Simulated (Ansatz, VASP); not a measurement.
# Hf: VASP beside Ansatz

Contents of INCAR:

```
SYSTEM = Hf
PREC     = Accurate       ! precision mode
ENCUT    = 520            ! plane-wave cutoff, eV
EDIFF    = 1E-6           ! SCF threshold, eV
ISMEAR   = 0              ! smearing method
SIGMA    = 0.15           ! smearing width, eV
LREAL    = .False.        ! projectors in reciprocal space
LASPH    = .True.         ! aspherical terms in the spheres
NELM     = 100            ! most SCF steps
ALGO     = Fast           ! electronic algorithm
ISIF     = 2              ! what is computed and relaxed
LWAVE    = .False.        ! write WAVECAR
LCHARG   = .False.        ! write CHGCAR
NBANDS   = 11             ! bands
```

File KPOINTS:

```
regular mesh
0
Gamma
  18 18 18
  0 0 0
```

The input POSCAR:

```
Hf
1.0
    0.0000000000      2.2200000000      2.2200000000
    2.2200000000      0.0000000000      2.2200000000
    2.2200000000      2.2200000000      0.0000000000
Hf
1
Direct
    0.0000000000      0.0000000000      0.0000000000
```

Input for Ansatz:

```yaml
crystal:
  lattice:
    - [0.0, 2.22, 2.22]
    - [2.22, 0.0, 2.22]
    - [2.22, 2.22, 0.0]
  atoms:
    - { symbol: Hf, position: [0.0, 0.0, 0.0] }
basis:
  ecutwfc: 420
kpoints:
  mp_grid: { grid: [18, 18, 18] }
hamiltonian:
  xc: lda
scf:
  occupations: { method: gaussian, width: 0.15 }
output:
  forces: true
  stress: true
  eigenvalues: true
```

Alike in both runs: task single point; functional LDA; k mesh 18 × 18 × 18; occupations gaussian, width 0.15 eV; no spin polarisation.

|  | VASP | Ansatz |
| --- | --- | --- |
| version | VASP 6.6.1 | Ansatz 0.2.0 |
| potentials or method | VASP PAW LDA potentials, release 64 (Hf_pv), cutoff 520 eV | scalar-relativistic, plane waves, PAW |
| valence electrons in the cell | 10 | 26 |

```csv
,VASP,Ansatz,Ansatz less VASP
gap on the k mesh at the Fermi level (eV),none,none,-
pressure (GPa),-5.7,-5.7,+0.05
```

LDA's correlation is that of Perdew and Zunger in VASP and of Perdew and Wang (1992) in Ansatz. A gap of «none» marks a metal or a gap that the smearing closes. VASP's potentials hold 10 valence electrons a cell and Ansatz's 26, so a difference there can come from the potentials and not from the codes.

Neither program's run includes spin-orbit coupling.
